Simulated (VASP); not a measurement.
WC, 2 atoms in the cell. Symmetry: F-43m, No. 216, cubic system. The conventional cell has a = 4.928 Å, b = 4.928 Å, c = 4.928 Å, α = 90.00°, β = 90.00°, γ = 90.00°. Within 2.8 Å of W (site symmetry -43m) lie 4 C at 2.13 Å. Within 2.8 Å of C (site symmetry -43m) lie 4 W at 2.13 Å. 

```yaml
Program: VASP 6.6.1
Task: relaxation of cell and atoms
Functional: PBE
Potentials_or_basis: VASP PAW PBE potentials, release 64 (W_sv, C)
Cutoff: 600 eV
k_mesh: 6 × 6 × 6
Occupations: gaussian, width 0.1 eV
Spin: no spin polarisation
Dipole_correction: no
Further_INCAR_settings: ALGO = Normal; EDIFF = 1e-06; IBRION = 2; EDIFFG = -0.04; NSW = 90; ISIF = 3
```

Potentials or basis: VASP PAW PBE potentials, release 64 (W_sv, C).

Command:

```bash
$ cat potpaw_PBE.64/W_sv/POTCAR potpaw_PBE.64/C/POTCAR > POTCAR
$ mpirun -np 1 vasp_std > vasp.out
```

Hardware: 1 thread of Intel(R) Xeon(R) Platinum 8259CL CPU @ 2.50GHz (Skylake/Cascade Lake), with other jobs on the host.

Problem. How long does it take, and how much memory?

Solution. Wall time 32 s on 1 thread of Intel(R) Xeon(R) Platinum 8259CL CPU @ 2.50GHz (Skylake/Cascade Lake) (shared host), peak memory 0.16 GiB. Counts: scf iterations 46, k points 16, ion steps 5.
